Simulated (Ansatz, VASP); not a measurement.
One calculation of LiCl, two programs

```xyz
4
Lattice="3.6787 0.0000 0.0000 0.0000 7.1373 0.0000 0.0000 0.0000 7.9378" Properties=species:S:1:pos:R:3 pbc="T T T"
Li    0.0000    3.5686    6.0221
Li    0.0000    3.5686    1.9156
Cl    0.0000    0.0000    3.9689
Cl    0.0000    3.5686    3.9689
```

Alike in both runs: functional PBE; k mesh 8 × 4 × 2; occupations gaussian, width 0.1 eV; no spin polarisation.

Ansatz relaxed the structure, and its values are those at the end. VASP's run is a single point on that final structure, the one shown.

|  | VASP | Ansatz |
| --- | --- | --- |
| version | VASP 6.6.1 | Ansatz 0.2.0 |
| potentials or method | VASP PAW PBE potentials, release 64 (Li_sv, Cl), cutoff 520 eV | scalar-relativistic, plane waves, PAW |
| valence electrons in the cell | 20 | 20 |

Ansatz gave:

| Quantity | Value |
| --- | --- |
| gap on the k mesh at the Fermi level (eV) | none |
| rms of the force components (eV/Å) | 0.001 |

Which values does VASP return?

gap on the k mesh at the Fermi level (eV): none; rms of the force components (eV/Å): 0.009.

A gap of «none» marks a metal or a gap that the smearing closes. The functional is the same, so the differences come from potentials, cutoffs and numerics.

The k mesh is coarse, so the values compare programs but aren't converged. Noted on VASP's run: the cutoff is short for stress, so the pressure is rough.
